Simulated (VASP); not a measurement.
# Pd3S2 (P-3m1) in VASP: single point with PBE

Aim: the single point of Pd3S2 with PBE.

Everything below comes from runs of VASP 6.6.1. Logs are shortened: lines on timing, memory, paths and dates and some standing lists are left out, and cuts for length are marked.

### Step 1. The cell of the first run

Symmetry: P-3m1, No. 164, trigonal system. Conventional cell: a = 4.148 Å, b = 4.148 Å, c = 5.447 Å, α = 90.00°, β = 90.00°, γ = 120.00°. Pd (site symmetry -3m) has 6 S at 2.66 Å and 6 Pd at 3.05 Å within 3.5 Å. Within 3.2 Å of Pd (site symmetry 3m) lie 5 S at 2.40 to 3.05 Å and 6 Pd at 2.91 to 3.05 Å. Within 3.2 Å of S (site symmetry 3m) lie 8 Pd at 2.40 to 3.05 Å.

### Step 2. Single point, PBE

INCAR reads:

```
ALGO = Normal
EDIFF = 1E-7
ENCUT = 520
GGA = PE
ISIF = 2
ISMEAR = 0
LASPH = True
LCHARG = True
LELF = True
LREAL = False
LVHAR = True
LWAVE = False
NBANDS = 29
NELM = 100
PREC = Accurate
SIGMA = 0.1
```

KPOINTS reads:

```
k-points
0
Gamma
  12 12 8
```

POSCAR reads:

```
Pd3S2
1.0
    4.1483114688      0.0000000000      0.0000000000
   -2.0741557344      3.5925431148      0.0000000000
    0.0000000000      0.0000000000      5.4472704732
Pd S
3 2
Direct
    0.0000000000      0.0000000000      0.0000000000
    0.3333333333      0.6666666667      0.6522754556
    0.6666666667      0.3333333333      0.3477245444
    0.3333333333      0.6666666667      0.2113843198
    0.6666666667      0.3333333333      0.7886156802
```

Potentials or basis: VASP PAW PBE potentials, release 64 (Pd, S).

Started as:

```
> cat potpaw_PBE.64/Pd/POTCAR potpaw_PBE.64/S/POTCAR > POTCAR
> mpirun -np 1 vasp_std > vasp.out
```

OUTCAR:

```text
EDIFF = 1E-7
   ENCUT = 520
   GGA = PE
   ISIF = 2
   ISMEAR = 0
   LASPH = True
   LREAL = False
   NELM = 100
   PREC = Accurate

 ion  position               nearest neighbor table
   1  0.000  0.000  0.000-   4 2.66   5 2.66   5 2.66   4 2.66   5 2.66   4 2.66   2 3.05   3 3.05
                             2 3.05   3 3.05   3 3.05   2 3.05
   2  0.333  0.667  0.652-   4 2.40   5 2.51   5 2.51   5 2.51   3 2.91   3 2.91   3 2.91   4 3.05
                             1 3.05   1 3.05   1 3.05
   3  0.667  0.333  0.348-   5 2.40   4 2.51   4 2.51   4 2.51   2 2.91   2 2.91   2 2.91   5 3.05
                             1 3.05   1 3.05   1 3.05
   4  0.333  0.667  0.211-   2 2.40   3 2.51   3 2.51   3 2.51   1 2.66   1 2.66   1 2.66   2 3.05

   5  0.667  0.333  0.789-   3 2.40   2 2.51   2 2.51   2 2.51   1 2.66   1 2.66   1 2.66   3 3.05

  LATTYP: Found a hexagonal cell.
 ALAT       =     4.1483114688
 C/A-ratio  =     1.3131295743

  Lattice vectors:

 A1 = (   4.1483114688,   0.0000000000,   0.0000000000)
 A2 = (  -2.0741557344,   3.5925431148,   0.0000000000)
 A3 = (   0.0000000000,   0.0000000000,   5.4472704732)

Analysis of symmetry for initial positions (statically):
=====================================================================
 Subroutine PRICEL returns:
 Original cell was already a primitive cell.

 Routine SETGRP: Setting up the symmetry group for a
 hexagonal supercell.

 Subroutine GETGRP returns: Found 12 space group operations
 (whereof 12 operations were pure point group operations)
 out of a pool of 24 trial point group operations.

The static configuration has the point symmetry D_3d.

Analysis of symmetry for dynamics (positions and initial velocities):
=====================================================================
 Subroutine PRICEL returns:
 Original cell was already a primitive cell.

 Routine SETGRP: Setting up the symmetry group for a
 hexagonal supercell.

 Subroutine GETGRP returns: Found 12 space group operations
 (whereof 12 operations were pure point group operations)
 out of a pool of 24 trial point group operations.

The dynamic configuration has the point symmetry D_3d.

 Subroutine INISYM returns: Found 12 space group operations
 (whereof 12 operations are pure point group operations),
 and found     1 'primitive' translations

----------------------------------------------------------------------------------------

                                     Primitive cell

  volume of cell :      81.1806

  direct lattice vectors                    reciprocal lattice vectors
     4.148311469  0.000000000  0.000000000     0.241061937  0.139177175  0.000000000
    -2.074155734  3.592543115  0.000000000     0.000000000  0.278354349  0.000000000
     0.000000000  0.000000000  5.447270473     0.000000000  0.000000000  0.183578180

  length of vectors
     4.148311469  4.148311469  5.447270473     0.278354349  0.278354349  0.183578180

  position of ions in fractional coordinates (direct lattice)
     0.000000000  0.000000000  0.000000000
     0.333333333  0.666666667  0.652275456
     0.666666667  0.333333333  0.347724544
     0.333333333  0.666666667  0.211384320
     0.666666667  0.333333333  0.788615680

  ion indices of the primitive-cell ions
   primitive index   ion index
                 1           1
                 2           2
                 3           3
                 4           4
                 5           5

----------------------------------------------------------------------------------------

 KPOINTS: k-points

Automatic generation of k-mesh.
 Grid dimensions read from file:
 generate k-points for:   12   12    8

 Generating k-lattice:

  Cartesian coordinates                     Fractional coordinates (reciprocal lattice)
     0.020088495  0.011598098  0.000000000     0.083333333 -0.000000000  0.000000000
     0.000000000  0.023196196  0.000000000     0.000000000  0.083333333  0.000000000
     0.000000000  0.000000000  0.022947273     0.000000000  0.000000000  0.125000000

  Length of vectors
     0.023196196  0.023196196  0.022947273

  Shift w.r.t. Gamma in fractional coordinates (k-lattice)
     0.000000000  0.000000000  0.000000000

 Subroutine IBZKPT returns following result:
 ===========================================

 Found    131 irreducible k-points:

 Following reciprocal coordinates:
            Coordinates               Weight
  0.000000  0.000000  0.000000      1.000000
  0.083333  0.000000  0.000000      6.000000
  0.166667  0.000000  0.000000      6.000000
  0.250000 -0.000000  0.000000      6.000000
  0.333333  0.000000  0.000000      6.000000
  0.416667  0.000000  0.000000      6.000000
[... 16 lines left out ...]
  0.166667  0.000000  0.125000      6.000000
  0.000000  0.166667  0.125000      6.000000
 [... further k-points ...]
   k-points           NKPTS =    131   k-points in BZ     NKDIM =    131   number of bands    NBANDS=     29
   number of dos      NEDOS =    301   number of ions     NIONS =      5
   total plane-waves  NPLWV =  43008
   dimension x,y,z NGX =    32 NGY =   32 NGZ =   42
   dimension x,y,z NGXF=    64 NGYF=   64 NGZF=   84
   ions per type =               3   2
   NGX,Y,Z   is equivalent  to a cutoff of  12.82, 12.82, 12.82 a.u.
   NGXF,Y,Z  is equivalent  to a cutoff of  25.65, 25.65, 25.64 a.u.
 SYSTEM =  unknown system
   PREC   = accura    normal or accurate (medium, high low for compatibility)
   ISTART =      0    job   : 0-new  1-cont  2-samecut
   ICHARG =      2    charge: 1-file 2-atom 10-const
   ISPIN  =      1    spin polarized calculation?
   LNONCOLLINEAR =      F non collinear calculations
   LSORBIT =      F    spin-orbit coupling
   LASPH  =      T    aspherical Exc in radial PAW
   ENCUT  =  520.0 eV  38.22 Ry    6.18 a.u.   7.71  7.71 10.13*2*pi/ulx,y,z
   NELM   =    100;   NELMIN=  2; NELMDL= -5     # of ELM steps
   EDIFF  = 0.1E-06   stopping-criterion for ELM
   LREAL  =      F    real-space projection
   EDIFFG = 0.1E-05   stopping-criterion for IOM
   NSW    =      0    number of steps for IOM
   IBRION =     -1    ionic relax: 0-MD 1-quasi-New 2-CG
   NFREE  =      0    steps in history (QN), initial steepest desc. (CG)
   ISIF   =      2    stress and relaxation
   ISYM   =      2    0-nonsym 1-usesym 2-fastsym
   POTIM  = 0.5000    time-step for ionic-motion
   TEBEG  =    0.0;   TEEND  =   0.0 temperature during run
   PSTRESS=    0.0 pullay stress
   NELECT =      42.0000    total number of electrons
   NUPDOWN=      -1.0000    fix difference up-down
   EMIN   =  10.00;   EMAX   =-10.00  energy-range for DOS
   EFERMI =   0.00;   METHOD = LEGACY
   ISMEAR =     0;   SIGMA  =   0.10  broadening in eV -4-tet -1-fermi 0-gaus
   EFERMI_NEDOS =   21; number of points for ismear=-14 and -15
   IALGO  =     38    algorithm
   IMIX   =      4    mixing-type and parameters
     AMIX     =   0.40;   BMIX     =  1.00
     AMIX_MAG =   1.60;   BMIX_MAG =  1.00
  volume/ion in A,a.u.               =      16.24       109.57
  Fermi-wavevector in a.u.,A,eV,Ry     =   1.314237  2.483549 23.500255  1.727220
  Thomas-Fermi vector in A             =   2.444504
   LORBIT       =      0    0 simple, 1 ext, 2 COOP (PROOUT), +10 PAW based schemes
   GGA     = PE    functional components
   LHFCALC =     F    Hartree Fock is set to
   AEXX    =    0.0000 exact exchange contribution
   IVDW    =     0    specifies the selected vdW correction
   LEPSILON=     F    determine dielectric tensor
   LRPA    =     F    only Hartree local field effects (RPA)
 non-spin polarized calculation
 Gauss-broadening in eV      SIGMA  =   0.10
  energy-cutoff  :      520.00
  volume of cell :       81.18
 maximum number of plane-waves:      2216
 NGX is ok and might be reduce to    32
   NGX = 15   NGY = 15   NGZ = 21

 number of electron      42.0000005 magnetization

 Free energy of the ion-electron system (eV)
  ---------------------------------------------------
  ext. energy  EPLUGINS =         0.00000000
  ---------------------------------------------------
  free energy    TOTEN  =       -24.12740452 eV

  energy without entropy =      -24.10803773  energy(sigma->0) =      -24.11772112

 E-fermi :   8.4150     XC(G=0): -11.7727

 val. band max:        8.4123586861   @ k =   0.4167   0.0833   0.0000
 cond. band min:       8.4151298636   @ k =   0.1667   0.1667   0.0000
 fundamental gap:      0.0027711775
 Fermi energy:         8.4149504277

 k-point     1 :       0.0000    0.0000    0.0000
  band No.  band energies     occupation
      1      -6.3789      2.00000
      2      -4.9955      2.00000
      3       2.0907      2.00000
      4       2.4795      2.00000
      5       2.4795      2.00000
      6       3.1408      2.00000
[... 21 lines left out ...]
     28      15.5908      0.00000
     29      16.7939      0.00000

 k-point     2 :       0.0833    0.0000    0.0000
  band No.  band energies     occupation
      1      -6.3391      2.00000
      2      -5.0037      2.00000
      3       2.1447      2.00000
      4       2.4853      2.00000
      5       2.5138      2.00000
      6       3.0552      2.00000
[... 21 lines left out ...]
     28      15.7648      0.00000
     29      16.3268      0.00000

 k-point     3 :       0.1667    0.0000    0.0000
  band No.  band energies     occupation
      1      -6.2254      2.00000
      2      -5.0292      2.00000
      3       2.2777      2.00000
      4       2.5280      2.00000
      5       2.6124      2.00000
      6       2.8359      2.00000
[... 21 lines left out ...]
     28      15.2875      0.00000
     29      16.3147      0.00000

 k-point     4 :       0.2500   -0.0000    0.0000
  band No.  band energies     occupation
      1      -6.0547      2.00000
      2      -5.0745      2.00000
      3       2.3196      2.00000
      4       2.6189      2.00000
      5       2.7158      2.00000
      6       2.7610      2.00000
[... 597 lines left out ...]
     28      15.5922      0.00000
     29      16.0762      0.00000

 k-point    23 :       0.1667    0.0000    0.1250
  band No.  band energies     occupation
      1      -6.1866      2.00000
      2      -5.0577      2.00000
      3       2.1548      2.00000
      4       2.4142      2.00000
      5       2.4885      2.00000
      6       2.8619      2.00000
[... 21 lines left out ...]
     28      15.7347      0.00000
     29      15.9867      0.00000

 k-point    24 :       0.0000    0.1667    0.1250
  band No.  band energies     occupation
      1      -6.1884      2.00000
      2      -5.0543      2.00000
      3       2.0622      2.00000
      4       2.4150      2.00000
      5       2.6164      2.00000
      6       3.0388      2.00000
[... 21 lines left out ...]
     28      15.0211      0.00000
     29      16.2524      0.00000

 [... further k-points ...]
[... 5 lines left out ...]
  --------------------------------------------------------------------------------------
  -------------------------------------------------------------------------------------
  Total       -0.0684534     -0.0684534     -0.0539079      0.0000000      0.0000000      0.0000000
  in kB       -1.3509932     -1.3509932     -1.0639251      0.0000000      0.0000000      0.0000000
  external PRESSURE =      -1.2553038 kB  Pullay stress =       0.0000000 kB

 VOLUME and BASIS-vectors are now :
 -----------------------------------------------------------------------------
  energy-cutoff  :      520.00
  volume of cell :       81.18
      direct lattice vectors                 reciprocal lattice vectors
     4.148311469  0.000000000  0.000000000     0.241061937  0.139177175  0.000000000
    -2.074155734  3.592543115  0.000000000     0.000000000  0.278354349  0.000000000
     0.000000000  0.000000000  5.447270473     0.000000000  0.000000000  0.183578180

 POSITION                                       TOTAL-FORCE (eV/Angst)
 -----------------------------------------------------------------------------------
      0.00000      0.00000      0.00000        -0.000000      0.000000      0.000000
     -0.00000      2.39503      3.55312        -0.000000     -0.000000      0.002184
      2.07416      1.19751      1.89415         0.000000      0.000000     -0.002184
     -0.00000      2.39503      1.15147        -0.000000      0.000000      0.000108
      2.07416      1.19751      4.29580         0.000000     -0.000000     -0.000108
 -----------------------------------------------------------------------------------
    total drift:                               -0.000000      0.000000      0.000000

  FREE ENERGIE OF THE ION-ELECTRON SYSTEM (eV)
  ---------------------------------------------------
  free  energy   TOTEN  =       -24.1274045158 eV

  energy  without entropy=      -24.1080377298  energy(sigma->0) =      -24.11772112
```

Run time: 2.9 min. Hardware: 1 thread of Intel Xeon 6975P-C, shared host; peak memory 0.38 GiB.

What came out:

| Quantity | Value |
| --- | --- |
| Free energy | -24.1274 eV |
| Pressure | -0.1 GPa |
| Band gap on the k mesh | zero (band 21 reaches 9.17 eV, above the bottom of band 22 at 7.74 eV) |

Forces on the atoms (eV/Å):
```
Pd   0.000  0.000  0.000
Pd   0.000  0.000  0.002
Pd   0.000  0.000 -0.002
S    0.000  0.000  0.000
S    0.000  0.000  0.000
```

Levels at points of the mesh, in eV from the Fermi level:
```csv
k point,band 18,band 19,band 20,band 21,band 22,band 23,band 24,band 25
"(0.00, 0.00, 0.00)",-1.39,-0.60,0.29,0.29,0.87,1.06,1.06,2.58
"(0.50, 0.00, 0.00)",-1.72,-1.11,-1.03,-0.86,0.07,1.31,3.76,3.80
"(0.00, 0.00, 0.50)",-0.81,0.24,0.24,0.60,1.49,1.49,2.78,3.57
"(0.50, 0.00, 0.50)",-1.65,-0.73,-0.22,-0.20,0.22,0.92,3.61,3.92
```
